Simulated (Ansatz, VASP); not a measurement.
# Two plane-wave programs on BaTiO3

File INCAR:

```
PREC = Accurate
ENCUT = 600
EDIFF = 1E-6
ISMEAR = 0
SIGMA = 0.01
LREAL = F
LASPH = T
NELM = 80
ALGO = Normal
ISIF = 3
LWAVE = F
LCHARG = F
GGA = PE
IBRION = 2
NSW = 80
EDIFFG = -0.01
```

File KPOINTS:

```
Automatic mesh
0
Gamma
  6 6 6
```

The input POSCAR:

```
BaTiO3
1.0
    3.9998000000      0.0000000000      0.0000000000
    0.0000000000      3.9998000000      0.0000000000
    0.0000000000      0.0000000000      4.0180000000
Ba Ti O
1 1 3
Direct
    0.0000000000      0.0000000000      0.0000000000
    0.5000000000      0.5000000000      0.4900000000
    0.5000000000      0.5000000000      0.0190000000
    0.5000000000      0.0000000000      0.5170000000
    0.0000000000      0.5000000000      0.5170000000
```

Input for Ansatz:

```yaml
crystal:
  lattice:
    - [3.9998, 0.0, 0.0]
    - [0.0, 3.9998, 0.0]
    - [0.0, 0.0, 4.018]
  atoms:
    - { symbol: Ba, position: [0.0, 0.0, 0.0] }
    - { symbol: Ti, position: [0.5, 0.5, 0.49000000000000005] }
    - { symbol: O, position: [0.5, 0.5, 0.019] }
    - { symbol: O, position: [0.5, 0.0, 0.517] }
    - { symbol: O, position: [0.0, 0.5, 0.517] }
basis:
  ecutwfc: 470.0
kpoints:
  mp_grid:
    grid: [6, 6, 6]
hamiltonian:
  xc: pbe
  dispersion: none
scf:
  occupations:
    method: fixed
relax:
  f_tol: 0.01
  cell: {}
```

Alike in both runs: task relaxation of cell and atoms; functional PBE; k mesh 6 × 6 × 6; no spin polarisation.

```csv
,VASP,Ansatz
version,VASP 6.6.1,Ansatz 0.2.0
potentials or method,"VASP PAW PBE potentials, release 64 (Ba_sv, Ti_sv, O), cutoff 600 eV","plane waves, PAW"
occupations,"gaussian, width 0.01 eV",fixed
valence electrons in the cell,40,40
```

Ansatz gave:

```
relaxed volume (Å³/atom)                                     : 13.35
relaxed cell length with the largest relative difference (Å) : 4.203
```

Task: Which values does VASP return?

Result: Relaxed volume (Å³/atom): 13.48; relaxed cell length with the largest relative difference (Å): 4.222.

Neither program's run includes spin-orbit coupling.
